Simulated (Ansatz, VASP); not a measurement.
HC8: VASP beside Ansatz

File INCAR:

```
SYSTEM = HC8
PREC = Accurate
ENCUT = 520
EDIFF = 1E-6
ISMEAR = 0
SIGMA = 0.1
LREAL = .FALSE.
LASPH = .TRUE.
NELM = 150
ALGO = Normal
ISIF = 2
LWAVE = .FALSE.
LCHARG = .FALSE.
ISPIN = 2
MAGMOM = 0 0 0 0 0 0 0 0 1
LORBIT = 11
LDIPOL = .TRUE.
IDIPOL = 3
DIPOL = 0.5 0.5 0.246
GGA = PE
IVDW = 12
NBANDS = 30
```

File KPOINTS:

```
regular mesh
0
G
  6 6 1
  0 0 0
```

POSCAR

```
HC8
1.0
    4.9313048824     -0.0000000001      0.0000000000
   -2.4656524412      4.2706353020      0.0000000000
    0.0000000000      0.0000000000     17.0000331944
C H
8 1
Direct
    0.3333333333      0.1666666667      0.2352956108
    0.3333333333      0.6666666667      0.2352956108
    0.8333333333      0.1666666667      0.2352956108
    0.8333333333      0.6666666667      0.2352956108
    0.1666666667      0.3333333333      0.2352936582
    0.1666666667      0.8333333333      0.2352936582
    0.6666666667      0.3333333333      0.2352936582
    0.6666666667      0.8333333333      0.2352936582
    0.4166666667      0.1666666667      0.3311777765
```

Input for Ansatz:

```yaml
crystal:
  lattice:
    - [4.9313048824, -1.0e-10, 0.0]
    - [-2.4656524412, 4.270635302, 0.0]
    - [0.0, 0.0, 17.0000331944]
  atoms:
    - { symbol: C, position: [0.3333333333, 0.1666666667, 0.2352956108] }
    - { symbol: C, position: [0.3333333333, 0.6666666667, 0.2352956108] }
    - { symbol: C, position: [0.8333333333, 0.1666666667, 0.2352956108] }
    - { symbol: C, position: [0.8333333333, 0.6666666667, 0.2352956108] }
    - { symbol: C, position: [0.1666666667, 0.3333333333, 0.2352936582] }
    - { symbol: C, position: [0.1666666667, 0.8333333333, 0.2352936582] }
    - { symbol: C, position: [0.6666666667, 0.3333333333, 0.2352936582] }
    - { symbol: C, position: [0.6666666667, 0.8333333333, 0.2352936582] }
    - { symbol: H, position: [0.4166666667, 0.1666666667, 0.3311777765], spin: 1.0 }
basis:
  ecutwfc: 420
kpoints:
  mp_grid: { grid: [6, 6, 1] }
hamiltonian:
  xc: pbe
  pseudopotentials: { kind: paw, azcp: { folder: soft_1 } }
  dispersion: d3bj
scf:
  occupations: { method: gaussian, width: 0.1 }
output:
  forces: true
  eigenvalues: true
  populations: true
magnetization:
  spin_polarized: true
efield:
  axis: 3
  dipole_correction: true
  ramp_width: 0.04
```

Alike in both runs: task single point; functional PBE; dispersion D3(BJ); k mesh 6 × 6 × 1; occupations gaussian, width 0.1 eV; collinear spin.

|  | VASP | Ansatz |
| --- | --- | --- |
| version | VASP 6.6.1 | Ansatz 0.2.0 |
| potentials or method | VASP PAW PBE potentials, release 64 (C, H), cutoff 520 eV | scalar-relativistic, plane waves, PAW |
| valence electrons in the cell | 33 | 33 |

Ansatz gave:

```
gap on the k mesh at the Fermi level (eV)                     : none
rms of the force components (eV/Å)                            : 0.465
net moment per atom (μB)                                      : 0.10
size of the moment on the site where the two differ most (μB) : 0.37
```

Q: Estimate VASP's values.

A: gap on the k mesh at the Fermi level (eV): none; rms of the force components (eV/Å): 0.467; net moment per atom (μB): 0.10; size of the moment on the site where the two differ most (μB): 0.27.

Site moments also hang on the region over which each program counts them. Atom by atom the forces differ by 0.002 eV/Å (rms over components). A gap of «none» marks a metal or a gap that the smearing closes.
